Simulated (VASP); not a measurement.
Here is a VASP 6.6.1 calculation.

File INCAR:

```
ALGO = Normal ; EDIFF = 1E-7
ENCUT = 520 ; GGA = CA
ISIF = 2 ; ISMEAR = -1
ISPIN = 2 ; LASPH = T
LCHARG = T ; LELF = T
LORBIT = 11 ; LREAL = F
LVHAR = T ; LWAVE = F
MAGMOM = 1 1 ; NBANDS = 17
NELM = 150 ; PREC = Accurate
SIGMA = 0.05
```

KPOINTS

```
k-points
0
Gamma
  1 1 1
```

The input POSCAR:

```
O
1.0
    9.0000000000      0.0000000000      0.0000000000
    0.0000000000      9.5000000000      0.0000000000
    0.0000000000      0.0000000000     10.0000000000
O
2
Direct
    0.5000000000      0.5000000000      0.4400041035
    0.5000000000      0.5000000000      0.5599958965
```

Potentials or basis: VASP PAW LDA potentials, release 64 (O).

Launch:

```console
$ cat potpaw_LDA.64/O/POTCAR > POTCAR
$ mpirun -np 1 vasp_gam > vasp.out
```

Predict the net moment.

2.00 μB per cell.

Estimate the largest force.

1.776 eV/Å.

Predict the gap between the frontier levels.

1.97 eV.

Forces on the atoms (eV/Å):
```
O    0.000  0.000 -1.776
O    0.000  0.000  1.776
```

Caveat: the standard files for N, O and F lose accuracy on very short bonds.
